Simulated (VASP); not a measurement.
Input of a VASP 6.6.1 run:

Contents of INCAR:

```
SYSTEM = Zn
PREC = Accurate
ENCUT = 520
EDIFF = 1E-7
ISMEAR = -1
SIGMA = 0.1
LREAL = .FALSE.
LASPH = .TRUE.
NELM = 80
ALGO = Normal
ISIF = 2
LWAVE = .FALSE.
LCHARG = .FALSE.
GGA = B5
ALDAX = 1.0
AGGAX = 1.0
AGGAC = 1.0
ALDAC = 0.0
NBANDS = 12
```

File KPOINTS:

```
Automatic mesh
0
G
  15 15 15
  0 0 0
```

POSCAR

```
Zn
1.0
   -1.6099489165      1.6099489165      1.6099489165
    1.6099489165     -1.6099489165      1.6099489165
    1.6099489165      1.6099489165     -1.6099489165
Zn
1
Direct
    0.0000000000      0.0000000000      0.0000000000
```

Potentials or basis: VASP PAW PBE potentials, release 64 (Zn).

Run with:

```sh
$ cat potpaw_PBE.64/Zn/POTCAR > POTCAR
$ mpirun -np 1 vasp_std > vasp.out
```

(1) What does it give for the band gap on the k mesh?

(2) What does it give for the pressure?

Results:

(1) zero (band 6 reaches 6.19 eV, above the bottom of band 7 at 1.83 eV).

(2) 1.8 GPa.

Caveat: the PAW data sets were made with another functional, which shifts forces and pressure a little.
